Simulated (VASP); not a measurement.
# La (Im-3m) in VASP: a series of runs, part 2 of 2

VASP 6.6.1. The steps go on from the part before.

## 3. Electric field gradients, LDA

File INCAR:

```
SYSTEM = La
ALGO = Normal
EDIFF = 1E-8
ENCUT = 520
GGA = CA
ISIF = 2
ISMEAR = -1
LASPH = .True.
LCHARG = .False.
LEFG = .True.
LREAL = .False.
LWAVE = .False.
NBANDS = 12
NELM = 100
PREC = Accurate
SIGMA = 0.03
```

File KPOINTS:

```
k-points
0
Gamma
  11 11 11
  0 0 0
```

File POSCAR:

```
La
1.0
   -2.1238310710      2.1238310710      2.1238310710
    2.1238310710     -2.1238310710      2.1238310710
    2.1238310710      2.1238310710     -2.1238310710
La
1
Direct
    0.0000000000      0.0000000000      0.0000000000
```

Potentials or basis: VASP PAW LDA potentials, release 64 (La).

The run is started by

```bash
> cat potpaw_LDA.64/La/POTCAR > POTCAR
> mpirun -np 1 vasp_std > vasp.out
```

OUTCAR:

```text
SYSTEM = La
   EDIFF = 1E-8
   ENCUT = 520
   GGA = CA
   ISIF = 2
   ISMEAR = -1
   LASPH = .True.
   LREAL = .False.
   NELM = 100
   PREC = Accurate

 ion  position               nearest neighbor table
   1  0.000  0.000  0.000-

  LATTYP: Found a body centered cubic cell.
 ALAT       =     4.2476621420

  Lattice vectors:

 A1 = (  -2.1238310710,   2.1238310710,   2.1238310710)
 A2 = (   2.1238310710,  -2.1238310710,   2.1238310710)
 A3 = (   2.1238310710,   2.1238310710,  -2.1238310710)

Analysis of symmetry for initial positions (statically):
=====================================================================
 Subroutine PRICEL returns:
 Original cell was already a primitive cell.

 Routine SETGRP: Setting up the symmetry group for a
 body centered cubic supercell.

 Subroutine GETGRP returns: Found 48 space group operations
 (whereof 48 operations were pure point group operations)
 out of a pool of 48 trial point group operations.

The static configuration has the point symmetry O_h .

Analysis of symmetry for dynamics (positions and initial velocities):
=====================================================================
 Subroutine PRICEL returns:
 Original cell was already a primitive cell.

 Routine SETGRP: Setting up the symmetry group for a
 body centered cubic supercell.

 Subroutine GETGRP returns: Found 48 space group operations
 (whereof 48 operations were pure point group operations)
 out of a pool of 48 trial point group operations.

The dynamic configuration has the point symmetry O_h .

 Subroutine INISYM returns: Found 48 space group operations
 (whereof 48 operations are pure point group operations),
 and found     1 'primitive' translations

----------------------------------------------------------------------------------------

                                     Primitive cell

  volume of cell :      38.3195

  direct lattice vectors                    reciprocal lattice vectors
    -2.123831071  2.123831071  2.123831071     0.000000000  0.235423620  0.235423620
     2.123831071 -2.123831071  2.123831071     0.235423620  0.000000000  0.235423620
     2.123831071  2.123831071 -2.123831071     0.235423620  0.235423620  0.000000000

  length of vectors
     3.678583322  3.678583322  3.678583322     0.332939277  0.332939277  0.332939277

  position of ions in fractional coordinates (direct lattice)
     0.000000000  0.000000000  0.000000000

  ion indices of the primitive-cell ions
   primitive index   ion index
                 1           1

----------------------------------------------------------------------------------------

 KPOINTS: k-points

Automatic generation of k-mesh.
 Grid dimensions read from file:
 generate k-points for:   11   11   11

 Generating k-lattice:

  Cartesian coordinates                     Fractional coordinates (reciprocal lattice)
[... 72 lines left out ...]
   NUPDOWN=      -1.0000    fix difference up-down
   EMIN   =  10.00;   EMAX   =-10.00  energy-range for DOS
   EFERMI =   0.00;   METHOD = LEGACY
   ISMEAR =    -1;   SIGMA  =   0.03  broadening in eV -4-tet -1-fermi 0-gaus
   EFERMI_NEDOS =   21; number of points for ismear=-14 and -15
   IALGO  =     38    algorithm
   IMIX   =      4    mixing-type and parameters
     AMIX     =   0.40;   BMIX     =  1.00
     AMIX_MAG =   1.60;   BMIX_MAG =  1.00
  volume/ion in A,a.u.               =      38.32       258.59
  Fermi-wavevector in a.u.,A,eV,Ry     =   1.079939  2.040788 15.868033  1.166268
  Thomas-Fermi vector in A             =   2.215917
   LORBIT       =      0    0 simple, 1 ext, 2 COOP (PROOUT), +10 PAW based schemes
   GGA     = CA    functional components
   LHFCALC =     F    Hartree Fock is set to
   AEXX    =    0.0000 exact exchange contribution
   IVDW    =     0    specifies the selected vdW correction
   LEPSILON=     F    determine dielectric tensor
   LRPA    =     F    only Hartree local field effects (RPA)
 non-spin polarized calculation
  energy-cutoff  :      520.00
  volume of cell :       38.32
 maximum number of plane-waves:      1055
   NGX = 13   NGY = 13   NGZ = 13

 number of electron      10.9999999 magnetization

 Free energy of the ion-electron system (eV)
  ---------------------------------------------------
  ext. energy  EPLUGINS =         0.00000000
  ---------------------------------------------------
  free energy    TOTEN  =        -5.36185656 eV

  energy without entropy =       -5.34784942  energy(sigma->0) =       -5.35485299

 E-fermi :   7.3505     XC(G=0):  -9.6397

 val. band max:        7.3453204992   @ k =   0.3636   0.0000   0.0000
 cond. band min:       7.3522107296   @ k =   0.2727   0.2727   0.1818
 fundamental gap:      0.0068902304
 Fermi energy:         7.3504677442

 k-point     1 :       0.0000    0.0000    0.0000
  band No.  band energies     occupation
      1     -25.4637      2.00000
      2      -8.4949      2.00000
      3      -8.4949      2.00000
      4      -8.4949      2.00000
      5       4.1424      2.00000
      6       8.6399      0.00000
      7       8.6399      0.00000
      8       8.6399      0.00000
      9       8.7843      0.00000
     10       8.7843      0.00000
     11       8.7843      0.00000
     12       9.2966      0.00000
[... 331 lines left out ...]
 k-point    24 :       0.3636    0.1818    0.0909
  band No.  band energies     occupation
      1     -25.2662      2.00000
      2      -9.5612      2.00000
      3      -9.0877      2.00000
      4      -8.7202      2.00000
      5       6.6214      2.00000
      6       7.2975      1.70741
      7       8.5751      0.00000
      8       8.8821      0.00000
      9       8.9305      0.00000
     10       9.1083      0.00000
     11       9.1827      0.00000
     12       9.2109      0.00000

 [... further k-points ...]

------------------------ aborting loop because EDIFF is reached ----------------------------------------

  FORCE on cell =-STRESS in cart. coord.  units (eV):
  Direction    XX          YY          ZZ          XY          YZ          ZX
  --------------------------------------------------------------------------------------
  -------------------------------------------------------------------------------------
  Total       -0.8689342     -0.8689342     -0.8689342      0.0000000      0.0000000     -0.0000000
  in kB      -36.3310169    -36.3310169    -36.3310169      0.0000000      0.0000000     -0.0000000
  external PRESSURE =     -36.3310169 kB  Pullay stress =       0.0000000 kB

 VOLUME and BASIS-vectors are now :
 -----------------------------------------------------------------------------
  energy-cutoff  :      520.00
  volume of cell :       38.32
      direct lattice vectors                 reciprocal lattice vectors
    -2.123831071  2.123831071  2.123831071     0.000000000  0.235423620  0.235423620
     2.123831071 -2.123831071  2.123831071     0.235423620  0.000000000  0.235423620
     2.123831071  2.123831071 -2.123831071     0.235423620  0.235423620  0.000000000

 POSITION                                       TOTAL-FORCE (eV/Angst)
 -----------------------------------------------------------------------------------
      0.00000      0.00000      0.00000        -0.000000     -0.000000     -0.000000
 -----------------------------------------------------------------------------------
    total drift:                               -0.000000      0.000000      0.000000

  FREE ENERGIE OF THE ION-ELECTRON SYSTEM (eV)
  ---------------------------------------------------
  free  energy   TOTEN  =        -5.3618565590 eV

  energy  without entropy=       -5.3478494173  energy(sigma->0) =       -5.35485299

 Electric field gradients (V/A^2)
---------------------------------------------------------------------
 ion       V_xx      V_yy      V_zz      V_xy      V_xz      V_yz
---------------------------------------------------------------------
   1      -0.000    -0.000    -0.000    -0.000    -0.000    -0.000
---------------------------------------------------------------------

 Electric field gradients after diagonalization (V/A^2)
 (convention: |V_zz| > |V_xx| > |V_yy|)
----------------------------------------------------------------------
 ion       V_xx      V_yy      V_zz     asymmetry (V_yy - V_xx)/ V_zz
----------------------------------------------------------------------
   1       0.000     0.000    -0.001       0.000
----------------------------------------------------------------------

           NMR quadrupolar parameters

 Cq : quadrupolar parameter    Cq=e*Q*V_zz/h
 eta: asymmetry parameters     (V_yy - V_xx)/ V_zz
 Q  : nuclear electric quadrupole moment in mb (millibarn)
----------------------------------------------------------------------
 ion       Cq(MHz)       eta       Q (mb)
----------------------------------------------------------------------
   1      -0.000       0.000       1.000
----------------------------------------------------------------------
```

OSZICAR:

```text
N       E                     dE             d eps       ncg     rms          rms(c)
DAV:   1     0.948988517484E+02    0.94899E+02   -0.37268E+03  1376   0.115E+03
DAV:   2     0.954645943455E+00   -0.93944E+02   -0.89962E+02  1760   0.180E+02
DAV:   3    -0.502491717694E+01   -0.59796E+01   -0.56552E+01  1824   0.734E+01
DAV:   4    -0.536721613787E+01   -0.34230E+00   -0.33586E+00  2476   0.127E+01
DAV:   5    -0.538434266222E+01   -0.17127E-01   -0.17099E-01  2252   0.262E+00    0.201E+00
DAV:   6    -0.537097021385E+01    0.13372E-01   -0.75582E-03  2428   0.553E-01    0.118E+00
DAV:   7    -0.536188311632E+01    0.90871E-02   -0.32747E-03  2372   0.347E-01    0.488E-02
DAV:   8    -0.536183560593E+01    0.47510E-04   -0.18118E-04  2360   0.739E-02    0.184E-02
DAV:   9    -0.536185757806E+01   -0.21972E-04   -0.33041E-05  2468   0.322E-02    0.905E-03
DAV:  10    -0.536185651795E+01    0.10601E-05   -0.20347E-06  2596   0.124E-02    0.341E-03
DAV:  11    -0.536185657283E+01   -0.54877E-07   -0.59760E-08  2088   0.155E-03    0.190E-03
DAV:  12    -0.536185655938E+01    0.13449E-07   -0.92180E-08  2376   0.210E-03    0.169E-04
DAV:  13    -0.536185655898E+01    0.39495E-09   -0.22640E-09  1412   0.412E-04
   1 F= -.53618566E+01 E0= -.53548530E+01  d E =-.140071E-01
```

stdout:

```text
POSCAR found type information on POSCAR La
 POSCAR found :  1 types and       1 ions
 scaLAPACK will be used
 LDA part: xc-table for (Slater(with rela. corr.)+CA(PZ))
 , standard interpolation
 POSCAR, INCAR and KPOINTS ok, starting setup
 FFT: planning ... GRIDC
 FFT: planning ... GRID_SOFT
 FFT: planning ... GRID
 WAVECAR not read
 entering main loop
ion   1
```

Wall time 35 s (1 thread of Intel Xeon Platinum 8375C at 2.90GHz (Ice Lake), shared host); peak memory 0.17 GiB.

What came out:

```
Free energy : -5.3619 eV
Pressure    : -3.6 GPa
```

Levels at points of the mesh, in eV from the Fermi level:
| k point | band 3 | band 4 | band 5 | band 6 | band 7 | band 8 |
| --- | --- | --- | --- | --- | --- | --- |
| (0.00, 0.00, 0.00) | -15.85 | -15.85 | -3.21 | 1.29 | 1.29 | 1.29 |

Caveat: without QUAD_EFG the Cq values of the log hold for a quadrupole moment of 1 mb, not for the nuclei; spin-orbit coupling is left out, which moves the levels of the heavy elements.

## 4. Electric field gradients, LDA (volume scaled by 0.98)

File INCAR:

```
SYSTEM = La
  PREC = Accurate
  ENCUT = 520
  EDIFF = 1E-8
  ISMEAR = -1
  SIGMA = 0.03
  LREAL = .False.
  LASPH = .True.
  NELM = 100
  ALGO = Normal
  ISIF = 2
  LWAVE = .False.
  LCHARG = .False.
  LEFG = .True.
  NBANDS = 12
```

File KPOINTS:

```
Automatic mesh
0
Gamma
  11 11 11
  0 0 0
```

File POSCAR:

```
La
1.0
   -2.1095767417      2.1095767417      2.1095767417
    2.1095767417     -2.1095767417      2.1095767417
    2.1095767417      2.1095767417     -2.1095767417
La
1
Direct
    0.0000000000      0.0000000000      0.0000000000
```

Potentials or basis: VASP PAW LDA potentials, release 64 (La).

The run is started by

```bash
> cat potpaw_LDA.64/La/POTCAR > POTCAR
> mpirun -np 1 vasp_std > vasp.out
```

OUTCAR:

```text
SYSTEM = La
   PREC = Accurate
   ENCUT = 520
   EDIFF = 1E-8
   ISMEAR = -1
   LREAL = .False.
   LASPH = .True.
   NELM = 100
   ISIF = 2

 ion  position               nearest neighbor table
   1  0.000  0.000  0.000-

  LATTYP: Found a body centered cubic cell.
 ALAT       =     4.2191534834

  Lattice vectors:

 A1 = (  -2.1095767417,   2.1095767417,   2.1095767417)
 A2 = (   2.1095767417,  -2.1095767417,   2.1095767417)
 A3 = (   2.1095767417,   2.1095767417,  -2.1095767417)

Analysis of symmetry for initial positions (statically):
=====================================================================
 Subroutine PRICEL returns:
 Original cell was already a primitive cell.

 Routine SETGRP: Setting up the symmetry group for a
 body centered cubic supercell.

 Subroutine GETGRP returns: Found 48 space group operations
 (whereof 48 operations were pure point group operations)
 out of a pool of 48 trial point group operations.

The static configuration has the point symmetry O_h .
[... 539 lines left out ...]
  energy-cutoff  :      520.00
  volume of cell :       37.55
      direct lattice vectors                 reciprocal lattice vectors
    -2.109576742  2.109576742  2.109576742     0.000000000  0.237014369  0.237014369
     2.109576742 -2.109576742  2.109576742     0.237014369  0.000000000  0.237014369
     2.109576742  2.109576742 -2.109576742     0.237014369  0.237014369  0.000000000

 POSITION                                       TOTAL-FORCE (eV/Angst)
 -----------------------------------------------------------------------------------
      0.00000      0.00000      0.00000        -0.000000      0.000000      0.000000
 -----------------------------------------------------------------------------------
    total drift:                                0.000000      0.000000     -0.000000

  FREE ENERGIE OF THE ION-ELECTRON SYSTEM (eV)
  ---------------------------------------------------
  free  energy   TOTEN  =        -5.3782562151 eV

  energy  without entropy=       -5.3643771327  energy(sigma->0) =       -5.37131667

 Electric field gradients (V/A^2)
---------------------------------------------------------------------
 ion       V_xx      V_yy      V_zz      V_xy      V_xz      V_yz
---------------------------------------------------------------------
   1      -0.000    -0.000    -0.000    -0.000    -0.000    -0.000
---------------------------------------------------------------------

 Electric field gradients after diagonalization (V/A^2)
 (convention: |V_zz| > |V_xx| > |V_yy|)
----------------------------------------------------------------------
 ion       V_xx      V_yy      V_zz     asymmetry (V_yy - V_xx)/ V_zz
----------------------------------------------------------------------
   1       0.000     0.000    -0.001       0.000
----------------------------------------------------------------------

           NMR quadrupolar parameters

 Cq : quadrupolar parameter    Cq=e*Q*V_zz/h
 eta: asymmetry parameters     (V_yy - V_xx)/ V_zz
 Q  : nuclear electric quadrupole moment in mb (millibarn)
----------------------------------------------------------------------
 ion       Cq(MHz)       eta       Q (mb)
----------------------------------------------------------------------
   1      -0.000       0.000       1.000
----------------------------------------------------------------------
```

OSZICAR:

```text
N       E                     dE             d eps       ncg     rms          rms(c)
DAV:   1     0.964823594611E+02    0.96482E+02   -0.37609E+03  1352   0.115E+03
DAV:   2     0.914866390990E+00   -0.95567E+02   -0.91689E+02  1728   0.177E+02
DAV:   3    -0.512227557797E+01   -0.60371E+01   -0.58167E+01  1920   0.746E+01
DAV:   4    -0.538976235293E+01   -0.26749E+00   -0.26086E+00  2416   0.109E+01
DAV:   5    -0.540247489798E+01   -0.12713E-01   -0.12667E-01  2184   0.228E+00    0.207E+00
DAV:   6    -0.538797719701E+01    0.14498E-01   -0.83326E-03  2496   0.589E-01    0.121E+00
DAV:   7    -0.537832279706E+01    0.96544E-02   -0.33100E-03  2340   0.347E-01    0.682E-02
DAV:   8    -0.537823416792E+01    0.88629E-04   -0.22472E-04  2440   0.806E-02    0.185E-02
DAV:   9    -0.537825738177E+01   -0.23214E-04   -0.32255E-05  2440   0.325E-02    0.111E-02
DAV:  10    -0.537825625788E+01    0.11239E-05   -0.15753E-06  2612   0.975E-03    0.320E-03
DAV:  11    -0.537825623184E+01    0.26038E-07   -0.55498E-08  2240   0.155E-03    0.209E-03
DAV:  12    -0.537825621524E+01    0.16602E-07   -0.98533E-08  2396   0.210E-03    0.205E-04
DAV:  13    -0.537825621515E+01    0.95042E-10   -0.18877E-09  1400   0.388E-04
   1 F= -.53782562E+01 E0= -.53713167E+01  d E =-.138791E-01
```

Wall time 43 s (1 thread of Intel Xeon Platinum 8375C at 2.90GHz (Ice Lake), shared host); peak memory 0.17 GiB.

What came out:

```
Free energy : -5.3783 eV
Pressure    : -3.2 GPa
```

Caveat: without QUAD_EFG the Cq values of the log hold for a quadrupole moment of 1 mb, not for the nuclei; spin-orbit coupling is left out, which moves the levels of the heavy elements.
